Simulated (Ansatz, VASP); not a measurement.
## YSi2 in VASP and in Ansatz

```
CELL_PARAMETERS angstrom
3.75182 0.00000 0.00000
-1.87591 3.24917 0.00000
0.00000 0.00000 4.05549
ATOMIC_POSITIONS crystal
Y 0.00000 0.00000 0.00000
Si 0.33333 0.66667 0.50000
Si 0.66667 0.33333 0.50000
```

Change from the starting cell: volume scaled by 0.94, crystal datasets.

Alike in both runs: task electric field gradients; functional PBEsol; k mesh 12 × 12 × 10; occupations fermi-dirac, width 0.05 eV; no spin polarisation.

|  | VASP | Ansatz |
| --- | --- | --- |
| version | VASP 6.6.1 | Ansatz 0.2.0 |
| potentials or method | VASP PAW PBE potentials, release 64 (Y_sv, Si), cutoff 520 eV | all-electron PAW with datasets made for the crystal, scalar-relativistic |

```csv
,VASP,Ansatz,Ansatz less VASP
pressure (GPa),19.2,19.1,-0.16
"traceless stress, the component that is largest in VASP (GPa)",-15.25,-15.11,+0.144
size of Vzz on the site where it differs most (V/Å²),0.0,5.4,+5.36
```

VASP's potentials were made for PBE, not for PBEsol. Ansatz ran all-electron here, and VASP with PAW potentials.
